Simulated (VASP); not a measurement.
# Mg (P6_3/mmc) in VASP: settings compared

The runs below take Mg through relaxation of cell and atoms, single point, with BLYP+D3(BJ), BLYP+D4, PBEsol.

All numbers are computed with VASP 6.6.1; they aren't measurements. Logs are shortened: lines on timing, memory, paths and dates and some standing lists are left out, and cuts for length are marked.

## (1) The cell of the first run

It takes space group P6_3/mmc (No. 194, hexagonal). Conventional cell: a = 3.177 Å, b = 3.177 Å, c = 10.319 Å, α = 90.00°, β = 90.00°, γ = 120.00°. Mg (site symmetry -6m2) has 12 Mg at 3.17 to 3.18 Å within 4.2 Å. Mg (site symmetry -3m) has 12 Mg at 3.17 to 3.18 Å within 4.2 Å.

## (2) Relaxation of cell and atoms, BLYP+D3(BJ)

INCAR

```
SYSTEM = Mg
PREC     = Accurate       ! precision mode
ENCUT    = 600            ! plane-wave cutoff, eV
EDIFF    = 1E-6           ! SCF threshold, eV
ISMEAR   = -1             ! smearing method
SIGMA    = 0.05           ! smearing width, eV
LREAL    = .FALSE.        ! projectors in reciprocal space
LASPH    = .TRUE.         ! aspherical terms in the spheres
NELM     = 100            ! most SCF steps
ALGO     = Normal         ! electronic algorithm
ISIF     = 3              ! what is computed and relaxed
LWAVE    = .FALSE.        ! write WAVECAR
LCHARG   = .FALSE.        ! write CHGCAR
GGA      = B5             ! functional
ALDAX    = 1.0          
AGGAX    = 1.0          
AGGAC    = 1.0          
ALDAC    = 0.0          
IVDW     = 12             ! dispersion correction
VDW_S6   = 1.0          
VDW_S8   = 2.6996       
VDW_A1   = 0.4298       
VDW_A2   = 4.2359       
IBRION   = 2              ! ionic algorithm
NSW      = 60             ! ionic steps
EDIFFG   = -0.01          ! ionic threshold
```

KPOINTS

```
Automatic mesh
0
G
  10 10 3
  0 0 0
```

POSCAR

```
Mg
1.0
    3.1768261656      0.0000000000      0.0000000000
   -1.5884130828      2.7512121628      0.0000000000
    0.0000000000      0.0000000000     10.3188620100
Mg
4
Direct
    0.6666666667      0.3333333333      0.7500000000
    0.0000000000      0.0000000000      0.5000000000
    0.3333333333      0.6666666667      0.2500000000
    0.0000000000      0.0000000000      0.0000000000
```

Potentials or basis: VASP PAW PBE potentials, release 64 (Mg).

On the command line:

```
$ cat potpaw_PBE.64/Mg/POTCAR > POTCAR
$ mpirun -np 1 vasp_std > vasp.out
```

OUTCAR:

```text
SYSTEM = Mg
   PREC = Accurate
   ENCUT = 600
   EDIFF = 1E-6
   ISMEAR = -1
   LREAL = .FALSE.
   LASPH = .TRUE.
   NELM = 100
   ISIF = 3
   GGA = B5
   IVDW = 12
   IBRION = 2
   NSW = 60
   EDIFFG = -0.01
 IVDW          = 12

 ion  position               nearest neighbor table
   1  0.667  0.333  0.750-   2 3.17   4 3.17   2 3.17   4 3.17   2 3.17   4 3.17
   2  0.000  0.000  0.500-   1 3.17   3 3.17   3 3.17   1 3.17   1 3.17   3 3.17
   3  0.333  0.667  0.250-   2 3.17   4 3.17   2 3.17   4 3.17   2 3.17   4 3.17
   4  0.000  0.000  0.000-   1 3.17   3 3.17   3 3.17   1 3.17   1 3.17   3 3.17

  LATTYP: Found a hexagonal cell.
 ALAT       =     3.1768261656
 C/A-ratio  =     3.2481670296

  Lattice vectors:

 A1 = (   3.1768261656,   0.0000000000,   0.0000000000)
 A2 = (  -1.5884130828,   2.7512121628,   0.0000000000)
 A3 = (   0.0000000000,   0.0000000000,  10.3188620100)

Analysis of symmetry for initial positions (statically):
=====================================================================
 Subroutine PRICEL returns:
 Original cell was already a primitive cell.

 Routine SETGRP: Setting up the symmetry group for a
 hexagonal supercell.

 Subroutine GETGRP returns: Found 24 space group operations
 (whereof 12 operations were pure point group operations)
 out of a pool of 24 trial point group operations.

The static configuration has the point symmetry D_3d.
 The point group associated with its full space group is D_6h.

Analysis of symmetry for dynamics (positions and initial velocities):
=====================================================================
 Subroutine PRICEL returns:
 Original cell was already a primitive cell.

 Routine SETGRP: Setting up the symmetry group for a
 hexagonal supercell.

 Subroutine GETGRP returns: Found 24 space group operations
 (whereof 12 operations were pure point group operations)
 out of a pool of 24 trial point group operations.

The dynamic configuration has the point symmetry D_3d.
 The point group associated with its full space group is D_6h.

 Subroutine INISYM returns: Found 24 space group operations
 (whereof 12 operations are pure point group operations),
 and found     1 'primitive' translations

----------------------------------------------------------------------------------------

                                     Primitive cell

  volume of cell :      90.1881

  direct lattice vectors                    reciprocal lattice vectors
     3.176826166  0.000000000  0.000000000     0.314779578  0.181738074  0.000000000
[... 80 lines left out ...]
 SYSTEM =  Mg
   PREC   = accura    normal or accurate (medium, high low for compatibility)
   ISTART =      0    job   : 0-new  1-cont  2-samecut
   ICHARG =      2    charge: 1-file 2-atom 10-const
   ISPIN  =      1    spin polarized calculation?
   LNONCOLLINEAR =      F non collinear calculations
   LSORBIT =      F    spin-orbit coupling
   LASPH  =      T    aspherical Exc in radial PAW
   ENCUT  =  600.0 eV  44.10 Ry    6.64 a.u.   6.34  6.34 20.61*2*pi/ulx,y,z
   NELM   =    100;   NELMIN=  2; NELMDL= -5     # of ELM steps
   EDIFF  = 0.1E-05   stopping-criterion for ELM
   LREAL  =      F    real-space projection
   EDIFFG = -.1E-01   stopping-criterion for IOM
   NSW    =     60    number of steps for IOM
   IBRION =      2    ionic relax: 0-MD 1-quasi-New 2-CG
   NFREE  =      1    steps in history (QN), initial steepest desc. (CG)
   ISIF   =      3    stress and relaxation
   ISYM   =      2    0-nonsym 1-usesym 2-fastsym
   POTIM  = 0.5000    time-step for ionic-motion
   TEBEG  =    0.0;   TEEND  =   0.0 temperature during run
   PSTRESS=    0.0 pullay stress
   NELECT =       8.0000    total number of electrons
   NUPDOWN=      -1.0000    fix difference up-down
   EMIN   =  10.00;   EMAX   =-10.00  energy-range for DOS
   EFERMI =   0.00;   METHOD = LEGACY
   ISMEAR =    -1;   SIGMA  =   0.05  broadening in eV -4-tet -1-fermi 0-gaus
   EFERMI_NEDOS =   21; number of points for ismear=-14 and -15
   IALGO  =     38    algorithm
   IMIX   =      4    mixing-type and parameters
     AMIX     =   0.40;   BMIX     =  1.00
     AMIX_MAG =   1.60;   BMIX_MAG =  1.00
  volume/ion in A,a.u.               =      22.55       152.15
  Fermi-wavevector in a.u.,A,eV,Ry     =   0.730110  1.379708  7.252733  0.533061
  Thomas-Fermi vector in A             =   1.821999
   LORBIT       =      0    0 simple, 1 ext, 2 COOP (PROOUT), +10 PAW based schemes
   GGA     = B5    functional components
   LHFCALC =     F    Hartree Fock is set to
   AEXX    =    0.0000 exact exchange contribution
   IVDW    =    12    specifies the selected vdW correction
   LEPSILON=     F    determine dielectric tensor
   LRPA    =     F    only Hartree local field effects (RPA)
 conjugate gradient relaxation of ions
 non-spin polarized calculation
  energy-cutoff  :      600.00
  volume of cell :       90.19
 maximum number of plane-waves:      3035
 NGX is ok and might be reduce to    28
   NGX = 13   NGY = 13   NGZ = 41

--------------------------------------- Ionic step        1  -------------------------------------------

 number of electron       8.0000000 magnetization

 Free energy of the ion-electron system (eV)
  ---------------------------------------------------
  ext. energy  EPLUGINS =         0.00000000
  ---------------------------------------------------
  free energy    TOTEN  =        -2.95393941 eV

  energy without entropy =       -2.93782793  energy(sigma->0) =       -2.94588367

------------------------ aborting loop because EDIFF is reached ----------------------------------------

 Edisp (eV)   -2.64885

 E8    (eV) :    -1.9539
[... 201 lines left out ...]
--------------------------------------- Ionic step        6  -------------------------------------------

 number of electron       8.0000000 magnetization

 Free energy of the ion-electron system (eV)
  ---------------------------------------------------
  ext. energy  EPLUGINS =         0.00000000
  ---------------------------------------------------
  free energy    TOTEN  =        -2.79101367 eV

  energy without entropy =       -2.77419648  energy(sigma->0) =       -2.78260508

 E-fermi :   3.7919     XC(G=0):  -8.3948

 val. band max:        3.7881927282   @ k =   0.4000   0.2000   0.0000
 cond. band min:       3.7962479218   @ k =   0.4000   0.2000   0.0000
 fundamental gap:      0.0080551936
 Fermi energy:         3.7919387673

 k-point     1 :       0.0000    0.0000    0.0000
  band No.  band energies     occupation
      1      -3.7309      2.00000
      2      -2.2698      2.00000
      3      -2.2679      2.00000
      4       1.7819      2.00000
      5       2.2102      2.00000
      6       8.7486      0.00000
      7       8.7561      0.00000
      8      15.4492      0.00000
[... 243 lines left out ...]
 k-point    24 :       0.4000    0.1000    0.3333
  band No.  band energies     occupation
      1       0.7999      2.00000
      2       1.2586      2.00000
      3       2.7421      2.00000
      4       2.8818      2.00000
      5       3.5673      1.97788
      6       4.4800      0.00000
      7       5.2358      0.00000
      8       6.4597      0.00000

 [... further k-points ...]

------------------------ aborting loop because EDIFF is reached ----------------------------------------

 Edisp (eV)   -2.89213

 E8    (eV) :    -2.1314
[... 27 lines left out ...]
  FREE ENERGIE OF THE ION-ELECTRON SYSTEM (eV)
  ---------------------------------------------------
  free  energy   TOTEN  =        -5.6831447514 eV

  energy  without entropy=       -5.6663275578  energy(sigma->0) =       -5.67473615

 reached required accuracy - stopping structural energy minimisation
```

OSZICAR:

```text
N       E                     dE             d eps       ncg     rms          rms(c)
DAV:   1     0.754639978353E+01    0.75464E+01   -0.28703E+03   448   0.806E+02
DAV:   2    -0.280850585105E+01   -0.10355E+02   -0.10043E+02   680   0.542E+01
DAV:   3    -0.291964765013E+01   -0.11114E+00   -0.10944E+00   656   0.672E+00
DAV:   4    -0.292024927272E+01   -0.60162E-03   -0.59935E-03   688   0.388E-01
[... 36 lines left out ...]
       N       E                     dE             d eps       ncg     rms          rms(c)
DAV:   1    -0.279101040854E+01   -0.82054E-03   -0.34603E-04   616   0.110E-01    0.794E-03
DAV:   2    -0.279101221986E+01   -0.18113E-05   -0.17643E-06   552   0.101E-02    0.546E-03
DAV:   3    -0.279101365767E+01   -0.14378E-05   -0.23189E-06   552   0.123E-02    0.162E-04
DAV:   4    -0.279101367383E+01   -0.16155E-07   -0.62664E-09   272   0.651E-04
   6 F= -.56831448E+01 E0= -.56747362E+01  d E =-.326845E-03
```

CONTCAR:

```text
Mg
   1.00000000000000
     3.0674754464263874    0.0000000000000000    0.0000000000000000
    -1.5337377232131937    2.6565116620752760    0.0000000000000000
     0.0000000000000000   -0.0000000000000000   10.1218867196930482
  Mg
     4
Direct
     0.6666666667000030    0.3333333332999970    0.7500000000000000
     1.0000000000000000    0.0000000000000000    0.5000000000000000
     0.3333333332999970    0.6666666667000030    0.2500000000000000
     0.0000000000000000    0.0000000000000000    0.0000000000000000

  0.00000000E+00  0.00000000E+00  0.00000000E+00
  0.00000000E+00  0.00000000E+00  0.00000000E+00
  0.00000000E+00  0.00000000E+00  0.00000000E+00
  0.00000000E+00  0.00000000E+00  0.00000000E+00
```

Run time: 4.2 min. Hardware: 1 thread of Intel Xeon 8259CL, shared host; peak memory 0.27 GiB.

What came out:

```yaml
Free_energy: -5.6831 eV
Relaxed_volume: 20.62 Å³/atom
Relaxed_cell: a = 3.067 Å, b = 3.067 Å, c = 10.122 Å, α = 90.00°, β = 90.00°, γ = 120.00°
Space_group_after_relaxing_to_0.1_Å: P6_3/mmc (No. 194)
Energy_gained_by_relaxing: 20.1 meV/atom
Ionic_steps: 6
Pressure_after_relaxing: 0.0 GPa
Band_gap_on_the_k_mesh: zero (bands 4 and 5 overlap by 2.07 eV)
Dispersion_energy_per_atom: -0.723 eV
```

Step by step:
```csv
step,energy change (eV),largest force (eV/Å),pressure (GPa),volume (Å³)
1,0.0000,0.0000,-3.00,90.19
2,-0.0722,0.0000,-1.03,84.78
3,-0.0800,0.0000,-0.01,82.57
4,-0.0800,0.0000,0.07,82.42
5,-0.0803,0.0000,0.05,82.46
6,-0.0804,0.0000,0.04,82.48
```

Final structure:
```
CELL_PARAMETERS angstrom
3.06748 0.00000 0.00000
-1.53374 2.65651 0.00000
0.00000 0.00000 10.12189
ATOMIC_POSITIONS crystal
Mg 0.66667 0.33333 0.75000
Mg 0.00000 0.00000 0.50000
Mg 0.33333 0.66667 0.25000
Mg 0.00000 0.00000 0.00000
```

Caveat: the PAW data sets were made with another functional, which shifts forces and pressure a little.

[end of part 1 of 2]
